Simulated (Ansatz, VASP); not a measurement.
## Two plane-wave programs on Ti

The input INCAR:

```
SYSTEM = Ti
ALGO = Fast
EDIFF = 1E-6
ENCUT = 520
GGA = PS
ISIF = 2
ISMEAR = 0
LASPH = .TRUE.
LCHARG = .FALSE.
LREAL = .FALSE.
LWAVE = .FALSE.
NBANDS = 12
NELM = 80
PREC = Accurate
SIGMA = 0.15
```

File KPOINTS:

```
k-points
0
G
  28 28 28
  0 0 0
```

Contents of POSCAR:

```
Ti
1.0
   -1.5104720457      1.5104720457      1.8125664549
    1.5104720457     -1.5104720457      1.8125664549
    1.5104720457      1.5104720457     -1.8125664549
Ti
1
Direct
    0.0000000000      0.0000000000      0.0000000000
```

Input for Ansatz:

```yaml
crystal:
  lattice:
    - [-1.5104720457, 1.5104720457, 1.8125664549]
    - [1.5104720457, -1.5104720457, 1.8125664549]
    - [1.5104720457, 1.5104720457, -1.8125664549]
  atoms:
    - { symbol: Ti, position: [0.0, 0.0, 0.0] }
basis:
  ecutwfc: 420
kpoints:
  mp_grid: { grid: [28, 28, 28] }
hamiltonian:
  xc: pbesol
scf:
  occupations: { method: gaussian, width: 0.15 }
output:
  forces: true
  stress: true
  eigenvalues: true
```

Alike in both runs: task single point; functional PBEsol; k mesh 28 × 28 × 28; occupations gaussian, width 0.15 eV; no spin polarisation.

|  | VASP | Ansatz |
| --- | --- | --- |
| version | VASP 6.6.1 | Ansatz 0.2.0 |
| potentials or method | VASP PAW PBE potentials, release 64 (Ti_sv), cutoff 520 eV | scalar-relativistic, plane waves, PAW |
| valence electrons in the cell | 12 | 12 |

Ansatz gave:

* gap on the k mesh at the Fermi level (eV): none
* pressure (GPa): 0.8
* traceless stress, the component that is largest in VASP (GPa): 2.07

Q: Which values does VASP return?

A: gap on the k mesh at the Fermi level (eV): none; pressure (GPa): 0.5; traceless stress, the component that is largest in VASP (GPa): 2.08.

VASP's potentials were made for PBE, not for PBEsol. A gap of «none» marks a metal or a gap that the smearing closes. With one functional, cell and mesh, what is left measures potentials, basis and numerics.
